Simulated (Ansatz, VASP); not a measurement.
**Two plane-wave programs on Li2S**

Contents of INCAR:

```
SYSTEM = Li2S
  PREC = Accurate
  ENCUT = 750
  EDIFF = 1E-7
  ISMEAR = -1
  SIGMA = 0.1
  LREAL = .FALSE.
  LASPH = .TRUE.
  NELM = 120
  ALGO = Normal
  ISIF = 3
  LWAVE = .FALSE.
  LCHARG = .FALSE.
  GGA = PS
  IBRION = 2
  NSW = 100
  EDIFFG = -0.002
  GGA_COMPAT = .FALSE.
  NELMIN = 4
```

KPOINTS

```
regular mesh
0
G
  10 10 10
  0 0 0
```

File POSCAR:

```
Li2S
1.0
    0.0000000000      2.8445000000      2.8445000000
    2.8445000000      0.0000000000      2.8445000000
    2.8445000000      2.8445000000      0.0000000000
Li S
2 1
Direct
    0.2500000000      0.2500000000      0.2500000000
    0.7500000000      0.7500000000      0.7500000000
    0.0000000000      0.0000000000      0.0000000000
```

Input for Ansatz:

```yaml
crystal:
  lattice:
    - [0.0, 2.8445, 2.8445]
    - [2.8445, 0.0, 2.8445]
    - [2.8445, 2.8445, 0.0]
  atoms:
    - { symbol: Li, position: [0.25, 0.25, 0.25] }
    - { symbol: Li, position: [0.75, 0.75, 0.75] }
    - { symbol: S, position: [0.0, 0.0, 0.0] }
kpoints:
  mp_grid: { grid: [10, 10, 10] }
scf:
  occupations: { method: fermi_dirac, width: 0.1 }
hamiltonian:
  xc: pbesol
  pseudopotentials: { kind: paw }
relax:
  f_tol: 0.002
  max_steps: 80
  cell: {}
output:
  forces: true
  stress: true
```

Alike in both runs: task relaxation of cell and atoms; functional PBEsol; k mesh 10 × 10 × 10; occupations fermi-dirac, width 0.1 eV; no spin polarisation.

```csv
,VASP,Ansatz
version,VASP 6.6.1,Ansatz 0.2.0
potentials or method,"VASP PAW PBE potentials, release 64 (Li_sv, S)","PAW with Ansatz's default frozen-core files, scalar-relativistic"
plane-wave cutoff (eV),750,420
valence electrons in the cell,12,12
```

```tsv
	VASP	Ansatz	Ansatz less VASP
relaxed volume (Å³/atom)	15.07	15.07	+0.002
relaxed length of the cell vector where the two differ most in proportion (Å)	3.998	3.998	+0.0002
```

VASP's potentials were made for PBE, not for PBEsol.
